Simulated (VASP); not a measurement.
# N2 in VASP: single point with PBEsol

Aim: the single point of N2 with PBEsol.

Program: VASP 6.6.1. These are calculated values, not measurements. Logs are shortened: lines on timing, memory, paths and dates and some standing lists are left out, and cuts for length are marked.

## (1) The cell of the first run

The cell holds a cluster in a box, 2 atoms: a = 9.000 Å, b = 9.200 Å, c = 10.100 Å, α = 90.00°, β = 90.00°, γ = 90.00°.

## (2) Single point, PBEsol

Input file INCAR:

```
ALGO = Normal
EDIFF = 1E-6
ENCUT = 600
GGA = PS
GGA_COMPAT = False
ISIF = 2
ISMEAR = -1
LASPH = True
LCHARG = False
LREAL = False
LWAVE = False
NBANDS = 12
NELM = 120
PREC = Accurate
SIGMA = 0.01
```

Input file KPOINTS:

```
k-points
0
Gamma
  1 1 1
```

Input file POSCAR:

```
N
1.0
    9.0000000000      0.0000000000      0.0000000000
    0.0000000000      9.2000000000      0.0000000000
    0.0000000000      0.0000000000     10.1000000000
N
2
Direct
    0.5000000000      0.5000000000      0.4455471194
    0.5000000000      0.5000000000      0.5544528806
```

Potentials or basis: VASP PAW PBE potentials, release 64 (N).

The run is started by

```bash
> cat potpaw_PBE.64/N/POTCAR > POTCAR
> mpirun -np 1 vasp_gam > vasp.out
```

OUTCAR:

```text
EDIFF = 1E-6
   ENCUT = 600
   GGA = PS
   ISIF = 2
   ISMEAR = -1
   LASPH = True
   LREAL = False
   NELM = 120
   PREC = Accurate

 ion  position               nearest neighbor table
   1  0.500  0.500  0.446-   2 1.10
   2  0.500  0.500  0.554-   1 1.10

  LATTYP: Found a simple orthorhombic cell.
 ALAT       =     9.0000000000
 B/A-ratio  =     1.0222222222
 C/A-ratio  =     1.1222222222

  Lattice vectors:

 A1 = (   9.0000000000,   0.0000000000,   0.0000000000)
 A2 = (   0.0000000000,   9.2000000000,   0.0000000000)
 A3 = (   0.0000000000,   0.0000000000,  10.1000000000)

Analysis of symmetry for initial positions (statically):
=====================================================================
 Subroutine PRICEL returns:
 Original cell was already a primitive cell.

 Routine SETGRP: Setting up the symmetry group for a
 simple orthorhombic supercell.

 Subroutine GETGRP returns: Found  8 space group operations
 (whereof  8 operations were pure point group operations)
 out of a pool of  8 trial point group operations.

The static configuration has the point symmetry D_2h.

Analysis of symmetry for dynamics (positions and initial velocities):
=====================================================================
 Subroutine PRICEL returns:
 Original cell was already a primitive cell.

 Routine SETGRP: Setting up the symmetry group for a
 simple orthorhombic supercell.

 Subroutine GETGRP returns: Found  8 space group operations
 (whereof  8 operations were pure point group operations)
 out of a pool of  8 trial point group operations.

The dynamic configuration has the point symmetry D_2h.

 Subroutine INISYM returns: Found  8 space group operations
 (whereof  8 operations are pure point group operations),
 and found     1 'primitive' translations

----------------------------------------------------------------------------------------

                                     Primitive cell

  volume of cell :     836.2800

  direct lattice vectors                    reciprocal lattice vectors
     9.000000000  0.000000000  0.000000000     0.111111111  0.000000000  0.000000000
     0.000000000  9.200000000  0.000000000     0.000000000  0.108695652  0.000000000
     0.000000000  0.000000000 10.100000000     0.000000000  0.000000000  0.099009901

  length of vectors
[... 55 lines left out ...]
   LASPH  =      T    aspherical Exc in radial PAW
   ENCUT  =  600.0 eV  44.10 Ry    6.64 a.u.  17.98 18.37 20.17*2*pi/ulx,y,z
   NELM   =    120;   NELMIN=  2; NELMDL= -5     # of ELM steps
   EDIFF  = 0.1E-05   stopping-criterion for ELM
   LREAL  =      F    real-space projection
   EDIFFG = 0.1E-04   stopping-criterion for IOM
   NSW    =      0    number of steps for IOM
   IBRION =     -1    ionic relax: 0-MD 1-quasi-New 2-CG
   NFREE  =      0    steps in history (QN), initial steepest desc. (CG)
   ISIF   =      2    stress and relaxation
   ISYM   =      2    0-nonsym 1-usesym 2-fastsym
   POTIM  = 0.5000    time-step for ionic-motion
   TEBEG  =    0.0;   TEEND  =   0.0 temperature during run
   PSTRESS=    0.0 pullay stress
   NELECT =      10.0000    total number of electrons
   NUPDOWN=      -1.0000    fix difference up-down
   EMIN   =  10.00;   EMAX   =-10.00  energy-range for DOS
   EFERMI =   0.00;   METHOD = LEGACY
   ISMEAR =    -1;   SIGMA  =   0.01  broadening in eV -4-tet -1-fermi 0-gaus
   EFERMI_NEDOS =   21; number of points for ismear=-14 and -15
   IALGO  =     38    algorithm
   IMIX   =      4    mixing-type and parameters
     AMIX     =   0.40;   BMIX     =  1.00
     AMIX_MAG =   1.60;   BMIX_MAG =  1.00
  volume/ion in A,a.u.               =     418.14      2821.75
  Fermi-wavevector in a.u.,A,eV,Ry     =   0.374361  0.707440  1.906807  0.140146
  Thomas-Fermi vector in A             =   1.304666
   LORBIT       =      0    0 simple, 1 ext, 2 COOP (PROOUT), +10 PAW based schemes
   GGA     = PS    functional components
   LHFCALC =     F    Hartree Fock is set to
   AEXX    =    0.0000 exact exchange contribution
   IVDW    =     0    specifies the selected vdW correction
   LEPSILON=     F    determine dielectric tensor
   LRPA    =     F    only Hartree local field effects (RPA)
 non-spin polarized calculation
  energy-cutoff  :      600.00
  volume of cell :      836.28
 maximum number of plane-waves:     13952
 NGX is ok and might be reduce to    70
   NGX = 35   NGY = 37   NGZ = 41

 number of electron      10.0000000 magnetization

 Free energy of the ion-electron system (eV)
  ---------------------------------------------------
  ext. energy  EPLUGINS =         0.00000000
  ---------------------------------------------------
  free energy    TOTEN  =       -17.05889242 eV

  energy without entropy =      -17.05889242  energy(sigma->0) =      -17.05889242

 E-fermi :  -9.7452     XC(G=0):  -0.6777

 val. band max:       -9.9858057953   @ k =   0.0000   0.0000   0.0000
 cond. band min:      -1.7961931971   @ k =   0.0000   0.0000   0.0000
 fundamental gap:      8.1896125982
 Fermi energy:        -9.7452415766

 k-point     1 :       0.0000    0.0000    0.0000
  band No.  band energies     occupation
      1     -28.1661      2.00000
      2     -13.1925      2.00000
      3     -11.4919      2.00000
      4     -11.4919      2.00000
      5      -9.9858      2.00000
      6      -1.7962      0.00000
      7      -1.7960      0.00000
      8      -0.1574      0.00000
      9       1.2100      0.00000
     10       1.2958      0.00000
     11       1.4048      0.00000
     12       1.4752      0.00000

------------------------ aborting loop because EDIFF is reached ----------------------------------------

  FORCE on cell =-STRESS in cart. coord.  units (eV):
  Direction    XX          YY          ZZ          XY          YZ          ZX
  --------------------------------------------------------------------------------------
  -------------------------------------------------------------------------------------
  Total       -0.0504495     -0.0510510      1.8742768      0.0000000      0.0000000      0.0000000
  in kB       -0.0966530     -0.0978054      3.5908114      0.0000000      0.0000000      0.0000000
  external PRESSURE =       1.1321177 kB  Pullay stress =       0.0000000 kB

 VOLUME and BASIS-vectors are now :
 -----------------------------------------------------------------------------
  energy-cutoff  :      600.00
  volume of cell :      836.28
      direct lattice vectors                 reciprocal lattice vectors
     9.000000000  0.000000000  0.000000000     0.111111111  0.000000000  0.000000000
     0.000000000  9.200000000  0.000000000     0.000000000  0.108695652  0.000000000
     0.000000000  0.000000000 10.100000000     0.000000000  0.000000000  0.099009901

 POSITION                                       TOTAL-FORCE (eV/Angst)
 -----------------------------------------------------------------------------------
      4.50000      4.60000      4.50003         0.000000      0.000000     -1.785509
      4.50000      4.60000      5.59997         0.000000      0.000000      1.785509
 -----------------------------------------------------------------------------------
    total drift:                                0.000000      0.000000      0.000000

  FREE ENERGIE OF THE ION-ELECTRON SYSTEM (eV)
  ---------------------------------------------------
  free  energy   TOTEN  =       -17.0588924209 eV

  energy  without entropy=      -17.0588924209  energy(sigma->0) =      -17.05889242
```

OSZICAR:

```text
N       E                     dE             d eps       ncg     rms          rms(c)
DAV:   1     0.115063033292E+03    0.11506E+03   -0.28293E+03    24   0.554E+02
DAV:   2     0.242435113006E+02   -0.90820E+02   -0.90448E+02    44   0.672E+01
DAV:   3    -0.141729548976E+02   -0.38416E+02   -0.38282E+02    32   0.805E+01
DAV:   4    -0.178936744645E+02   -0.37207E+01   -0.37188E+01    32   0.325E+01
DAV:   5    -0.179249120525E+02   -0.31238E-01   -0.31238E-01    32   0.321E+00    0.799E+00
DAV:   6    -0.172371921087E+02    0.68772E+00   -0.90163E-01    24   0.648E+00    0.455E+00
DAV:   7    -0.170624712398E+02    0.17472E+00   -0.69295E-01    32   0.556E+00    0.111E+00
DAV:   8    -0.170550730890E+02    0.73982E-02   -0.47399E-02    24   0.162E+00    0.155E-01
DAV:   9    -0.170552279530E+02   -0.15486E-03   -0.24289E-03    24   0.336E-01    0.736E-02
DAV:  10    -0.170563522191E+02   -0.11243E-02   -0.19457E-04    24   0.109E-01    0.305E-02
DAV:  11    -0.170571214087E+02   -0.76919E-03   -0.10357E-04    24   0.512E-02    0.151E-02
DAV:  12    -0.170585052912E+02   -0.13839E-02   -0.18469E-04    24   0.533E-02    0.165E-02
DAV:  13    -0.170585594994E+02   -0.54208E-04   -0.38025E-06    24   0.117E-02    0.440E-03
DAV:  14    -0.170588358900E+02   -0.27639E-03   -0.21857E-05    24   0.194E-02    0.179E-03
DAV:  15    -0.170588696420E+02   -0.33752E-04   -0.11213E-06    28   0.492E-03    0.100E-03
DAV:  16    -0.170588920445E+02   -0.22402E-04   -0.13516E-06    28   0.483E-03    0.100E-03
DAV:  17    -0.170588924209E+02   -0.37647E-06   -0.50312E-08    28   0.128E-03
   1 F= -.17058892E+02 E0= -.17058892E+02  d E =-.178804E-10
```

stdout:

```text
POSCAR found type information on POSCAR N
 POSCAR found :  1 types and       2 ions
 scaLAPACK will be used
 -----------------------------------------------------------------------------
|                                                                             |
|                                                                             |
|     You enforced a specific xc type in the INCAR file but a different       |
|     I HOPE YOU KNOW WHAT YOU ARE DOING!                                     |
|                                                                             |
 -----------------------------------------------------------------------------

 LDA part: xc-table for (Slater+PW92), standard interpolation
 POSCAR, INCAR and KPOINTS ok, starting setup
 FFT: planning ... GRIDC
 FFT: planning ... GRID_SOFT
 FFT: planning ... GRID
 WAVECAR not read
 entering main loop
```

It took 26 s on 1 thread of AMD EPYC 9R45 (Zen 5), shared host; peak memory 0.81 GiB.

What came out:

| Item | Value |
| --- | --- |
| Free energy | -17.0589 eV |
| Largest force | 1.786 eV/Å |

Forces in eV/Å, atoms in the order of the input:
```
N    0.000  0.000 -1.786
N    0.000  0.000  1.786
```

Caveat: the standard files for N, O and F lose accuracy on very short bonds; the PAW data sets were made with another functional, which shifts forces and pressure a little.
